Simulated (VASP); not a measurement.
Input of a VASP 6.6.1 run:

Contents of INCAR:

```
PREC = Accurate ; ENCUT = 520
EDIFF = 1E-6 ; ISMEAR = -1
SIGMA = 0.05 ; LREAL = F
LASPH = T ; NELM = 150
ALGO = Normal ; ISIF = 2
LWAVE = F ; LCHARG = F
ISPIN = 2 ; MAGMOM = 1.7
LORBIT = 11 ; LMAXMIX = 4
GGA = RE ; NBANDS = 14
```

KPOINTS

```
regular mesh
0
Gamma
  14 14 14
```

File POSCAR:

```
Co
1.0
    2.3585104281      0.0000000000      0.0000000000
    0.0000000000      2.3585104281      0.0000000000
    0.0000000000      0.0000000000      2.3585104281
Co
1
Direct
    0.0000000000      0.0000000000      0.0000000000
```

Potentials or basis: VASP PAW PBE potentials, release 64 (Co).

Command:

```console
$ cat potpaw_PBE.64/Co/POTCAR > POTCAR
$ mpirun -np 1 vasp_std > vasp.out
```

Q: What does it give for the site moments?

A: Co +1.90 μB.

Q: Estimate the net moment.

A: 1.89 μB per cell.
